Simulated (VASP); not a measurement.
ZnS:

```xyz
12
Lattice="3.8868 0.0000 0.0000 -1.9434 3.3660 0.0000 0.0000 0.0000 19.0566" Properties=species:S:1:pos:R:3 pbc="T T T"
Zn    0.0000    2.2440   15.8804
Zn    1.9434    1.1220    6.3521
Zn    1.9434    1.1220   12.7044
Zn    0.0000    2.2440    3.1762
Zn    0.0000    0.0000    9.5283
Zn    0.0000    0.0000    0.0000
S     0.0000    2.2440   18.2625
S     1.9434    1.1220    8.7342
S     1.9434    1.1220   15.0865
S     0.0000    2.2440    5.5582
S     0.0000    0.0000   11.9103
S     0.0000    0.0000    2.3821
```

Program: VASP 6.6.1. Alike in all runs: task single point; potentials or basis VASP PAW PBE potentials, release 64 (Zn, S); no spin polarisation; cell as given; k mesh 8 × 8 × 2; cutoff (eV) 520; smearing fermi-dirac 0.05 eV.

Problem. Order these runs on this cell by their pressure, lowest first.
A. level PBEsol+D3(BJ)
B. level BLYP+D3(BJ)
C. level RPBE+D3(BJ)

Solution. C (-8.5 GPa), A (-6.9 GPa), B (-4.0 GPa).

Caveats: the cell stands under tension; the PAW data sets were made with another functional, which shifts forces and pressure a little; the dispersion term is far too large for a dense solid, which distorts pressure and volume (at least some runs).
